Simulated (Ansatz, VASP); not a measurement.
# One calculation of Na4Ca3, two programs

```xyz
7
Lattice="6.9808 0.0000 0.0000 0.0000 6.9808 0.0000 0.0000 0.0000 6.9808" Properties=species:S:1:pos:R:3 pbc="T T T"
Na    3.4904    3.4904    3.4904
Na    3.4904    0.0000    0.0000
Na    0.0000    3.4904    0.0000
Na    0.0000    0.0000    3.4904
Ca    3.4904    3.4904    0.0000
Ca    0.0000    3.4904    3.4904
Ca    3.4904    0.0000    3.4904
```

Change from the starting cell: species swapped into the W3N4 type (Pm-3m, No. 221).

Alike in both runs: functional PBE; k mesh 6 × 6 × 6; occupations gaussian, width 0.1 eV; no spin polarisation.

Ansatz relaxed the structure, and its values are those at the end. VASP's run is a single point on that final structure, the one shown.

```csv
,VASP,Ansatz
version,VASP 6.6.1,Ansatz 0.2.0
potentials or method,"VASP PAW PBE potentials, release 64 (Na_pv, Ca_sv), cutoff 500 eV","scalar-relativistic, plane waves, PAW"
valence electrons in the cell,58,66
```

|  | VASP | Ansatz | Ansatz less VASP |
| --- | --- | --- | --- |
| gap on the k mesh at the Fermi level (eV) | none | none | - |
| pressure (GPa) | 0.0 | 0.0 | +0.01 |

A gap of «none» marks a metal or a gap that the smearing closes. The functional is the same, so the differences come from potentials, cutoffs and numerics. VASP's potentials hold 58 valence electrons a cell and Ansatz's 66, so a difference there can come from the potentials and not from the codes.
